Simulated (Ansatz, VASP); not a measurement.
**Eu: VASP beside Ansatz**

The input INCAR:

```
SYSTEM = Eu
ALGO     = Normal         ! electronic algorithm
EDIFF    = 1E-6           ! SCF threshold, eV
ENCUT    = 520            ! plane-wave cutoff, eV
GGA      = PS             ! functional
ISIF     = 2              ! what is computed and relaxed
ISMEAR   = -1             ! smearing method
ISPIN    = 2              ! spin polarisation
LASPH    = .True.         ! aspherical terms in the spheres
LCHARG   = .False.        ! write CHGCAR
LMAXMIX  = 6              ! l up to which the mixer works
LORBIT   = 11             ! projections on sites
LREAL    = .False.        ! projectors in reciprocal space
LWAVE    = .False.        ! write WAVECAR
MAGMOM   = 14             ! initial moments
NBANDS   = 18             ! bands
NELM     = 150            ! most SCF steps
NUPDOWN  = 14.0           ! fixed moment
PREC     = Accurate       ! precision mode
SIGMA    = 0.05           ! smearing width, eV
```

KPOINTS

```
k-points
0
Gamma
  7 7 7
  0 0 0
```

Contents of POSCAR:

```
Eu
1.0
   -2.3030000000      2.3030000000      2.3030000000
    2.3030000000     -2.3030000000      2.3030000000
    2.3030000000      2.3030000000     -2.3030000000
Eu
1
Direct
    0.0000000000      0.0000000000      0.0000000000
```

Contents of input.yaml:

```yaml
crystal:
  lattice:
    - [-2.303, 2.303, 2.303]
    - [2.303, -2.303, 2.303]
    - [2.303, 2.303, -2.303]
  atoms:
    - { symbol: Eu, position: [0.0, 0.0, 0.0], spin: 14.0 }
hamiltonian:
  xc: pbesol
  pseudopotentials: { kind: paw }
magnetization:
  spin_polarized: true
  initial_magnetization: 14.0
  spin_locking: { lock_magnetization: hard }
kpoints:
  mp_grid: { grid: [7, 7, 7] }
scf:
  occupations: { method: fermi_dirac, width: 0.05 }
  lower_state_search: "off"
output:
  forces: true
  stress: true
  eigenvalues: true
```

Alike in both runs: task single point; functional PBEsol; k mesh 7 × 7 × 7; occupations fermi-dirac, width 0.05 eV; collinear spin; fixed moment 14 μB.

|  | VASP | Ansatz |
| --- | --- | --- |
| version | VASP 6.6.1 | Ansatz 0.2.0 |
| potentials or method | VASP PAW PBE potentials, release 64 (Eu) | Ansatz PAW |
| plane-wave cutoff (eV) | 520 | 420 |
| valence electrons in the cell | 17 | 17 |

```csv
,VASP,Ansatz,Ansatz less VASP
pressure (GPa),-5.7,-5.7,+0.05
net moment per atom (μB),14.00,14.00,0.000
size of the moment on the site where the two differ most (μB),11.34,12.72,+1.389
```

VASP's potentials were made for PBE, not for PBEsol. Site moments also hang on the region over which each program counts them.

Neither program's run includes spin-orbit coupling.
